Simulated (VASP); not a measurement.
A run of VASP 6.6.1 is set up as follows.

File INCAR:

```
SYSTEM = Rh
PREC = Accurate ; ENCUT = 520
EDIFF = 1E-6 ; ISMEAR = 0
SIGMA = 0.1 ; LREAL = .FALSE.
LASPH = .TRUE. ; NELM = 100
ALGO = Normal ; ISIF = 2
LWAVE = .FALSE. ; LCHARG = .FALSE.
LDIPOL = .TRUE. ; IDIPOL = 3
DIPOL = 0.5 0.5 0.498 ; GGA = PE
IVDW = 12 ; NBANDS = 30
```

KPOINTS

```
regular mesh
0
G
  12 12 1
  0 0 0
```

POSCAR

```
Rh
1.0
    2.6825080231      0.0000000000      0.0000000000
   -1.3412540116      2.3231200939      0.0000000000
    0.0000000000      0.0000000000     18.3805172584
Rh
3
Direct
    0.6666666667      0.3333333333      0.3808380309
    0.3333333333      0.6666666667      0.4976525664
    0.0000000000      0.0000000000      0.6144545153
```

Potentials or basis: VASP PAW PBE potentials, release 64 (Rh_pv).

Launch:

```sh
$ cat potpaw_PBE.64/Rh_pv/POTCAR > POTCAR
$ mpirun -np 1 vasp_std > vasp.out
```

Estimate the dispersion energy per atom.

-0.434 eV.

Estimate the largest force.

0.011 eV/Å.

Forces in eV/Å, atoms in the order of the input:
```
Rh   0.000  0.000 -0.010
Rh   0.000  0.000 -0.001
Rh   0.000  0.000  0.011
```
